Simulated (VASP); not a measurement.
EuSiNi2Ge, 5 atoms in the cell. It takes space group I4mm (No. 107, tetragonal). Conventional cell: a = 4.091 Å, b = 4.091 Å, c = 9.977 Å, α = 90.00°, β = 90.00°, γ = 90.00°. Eu (site symmetry 4mm) has 5 Ge at 3.17 to 3.70 Å and 8 Ni at 3.18 to 3.27 Å and 5 Si at 3.19 to 3.64 Å and 4 Eu at 4.09 Å within 4.2 Å. Ge (site symmetry 4mm) has 4 Ni at 2.40 Å and 1 Si at 2.64 Å and 4 Eu at 3.17 Å within 3.2 Å. Ni (site symmetry 2mm) has 2 Si at 2.32 Å and 2 Ge at 2.40 Å and 4 Ni at 2.89 Å and 4 Eu at 3.18 to 3.27 Å within 3.3 Å. Si (site symmetry 4mm) has 4 Ni at 2.32 Å and 1 Ge at 2.64 Å and 4 Eu at 3.19 Å within 3.2 Å. 

- Program: VASP 6.6.1
- Task: single point
- Functional: PBEsol
- Potentials or basis: VASP PAW PBE potentials, release 64 (Eu, Ge_d, Ni, Si)
- Cutoff: 520 eV
- k mesh: 6 × 6 × 6
- Occupations: gaussian, width 0.1 eV
- Spin: collinear spin, ferromagnetic start
- Starting moments: [7.0, 0.0, 0.8, 0.8, 0.0] μB
- Dipole correction: no
- Further INCAR settings: ALGO = Normal; EDIFF = 1e-06; NBANDS = 40

Potentials or basis: VASP PAW PBE potentials, release 64 (Eu, Ge_d, Ni, Si).

Command:

```sh
$ cat potpaw_PBE.64/Eu/POTCAR potpaw_PBE.64/Ge_d/POTCAR potpaw_PBE.64/Ni/POTCAR potpaw_PBE.64/Si/POTCAR > POTCAR
$ mpirun -np 1 vasp_std > vasp.out
```

Hardware: 1 thread of Intel(R) Xeon(R) 6975P-C (Granite Rapids) (shared host).

Problem. Estimate the wall time of this run.

Solution. It took 8.4 min on 1 thread of Intel(R) Xeon(R) 6975P-C (Granite Rapids), with other jobs on the host, peak memory 0.53 GiB. Counts: scf iterations 35, k points 30.
